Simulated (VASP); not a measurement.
Write the native input for VASP 6.6.1 that does the following.

| Quantity | Value |
| --- | --- |
| Task | single point |
| Functional | PBEsol |
| Potentials or basis | VASP PAW PBE potentials, release 64 (Zr_sv, S) |
| Cutoff | 520 eV |
| k mesh | 16 × 16 × 16 |
| Occupations | gaussian, width 0.15 eV |
| Spin | no spin polarisation |
| Dipole correction | no |
| Further INCAR settings | ALGO = Normal; EDIFF = 1e-07; NBANDS = 16 |

The structure of ZrS lies in POSCAR:

```
ZrS
1.0
    0.0000000000      2.7037500000      2.6250000000
    2.7037500000      0.0000000000      2.6250000000
    2.7037500000      2.7037500000      0.0000000000
Zr S
1 1
Direct
    0.0000000000      0.0000000000      0.0000000000
    0.5000000000      0.5000000000      0.5000000000
```

This cell differs from its parent crystal: strain +0.030 along x and y, +0.000 along z.

The input as run:

INCAR

```
SYSTEM = ZrS
  PREC = Accurate
  ENCUT = 520
  EDIFF = 1E-7
  ISMEAR = 0
  SIGMA = 0.15
  LREAL = .FALSE.
  LASPH = .TRUE.
  NELM = 100
  ALGO = Normal
  ISIF = 2
  LWAVE = .FALSE.
  LCHARG = .TRUE.
  GGA = PS
  LELF = .TRUE.
  LVHAR = .TRUE.
  NBANDS = 16
```

KPOINTS

```
Automatic mesh
0
G
  16 16 16
  0 0 0
```

Potentials or basis: VASP PAW PBE potentials, release 64 (Zr_sv, S).

The run is started by

```sh
$ cat potpaw_PBE.64/Zr_sv/POTCAR potpaw_PBE.64/S/POTCAR > POTCAR
$ mpirun -np 1 vasp_std > vasp.out
```

Results of the run:

* Pressure: -12.1 GPa
* Band gap on the k mesh: zero (band 9 reaches 11.16 eV, above the bottom of band 10 at 8.56 eV)

Caveat: the cell differs from its parent crystal (strain +0.030 along x and y, +0.000 along z); the PAW data sets were made with another functional, which shifts forces and pressure a little.

Run time: 2.2 min on 1 thread of AMD EPYC 9R45 96-Core Processor (Zen 5), with other jobs on the host, peak memory 0.29 GiB.
